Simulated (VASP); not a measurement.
Wanted: the native input for a VASP 6.6.1 run.

```yaml
Task: single point
Functional: PBE
Potentials_or_basis: VASP PAW PBE potentials, release 64 (Be)
Cutoff: 520 eV
k_mesh: 10 × 6 × 6
Occupations: gaussian, width 0.2 eV
Spin: no spin polarisation
Dipole_correction: no
Further_INCAR_settings: ALGO = Normal; EDIFF = 1e-06; NBANDS = 12
```

The structure of Be lies in POSCAR:

```
Be
1.0
   -1.1195535590      1.1198702867     -1.5835851263
    3.3413645944      1.1080623891     -1.5794022810
   -1.1078151991     -3.3421455158     -1.5796836777
Be
4
Direct
    0.0000143636      0.2499891480      0.7500258195
    0.4999799447      0.7499774655      0.7499871113
    0.9999772841      0.7500312045      0.2499674945
    0.5000284078      0.2500021820      0.2500195747
```

The input as run:

INCAR

```
SYSTEM = Be
PREC = Accurate
ENCUT = 520
EDIFF = 1E-6
ISMEAR = 0
SIGMA = 0.2
LREAL = .False.
LASPH = .True.
NELM = 100
ALGO = Normal
ISIF = 2
LWAVE = .False.
LCHARG = .False.
GGA = PE
NBANDS = 12
```

KPOINTS

```
Automatic mesh
0
Gamma
  10 6 6
  0 0 0
```

Potentials or basis: VASP PAW PBE potentials, release 64 (Be).

Run with:

```bash
$ cat potpaw_PBE.64/Be/POTCAR > POTCAR
$ mpirun -np 1 vasp_std > vasp.out
```

Results of the run:

```yaml
Pressure: 0.1 GPa
Band_gap_on_the_k_mesh: zero (band 4 reaches 8.50 eV, above the bottom of band 5 at 7.55 eV)
```

Wall time 24 s on 1 thread of Intel(R) Xeon(R) 6975P-C (Granite Rapids) (shared host), peak memory 0.17 GiB.
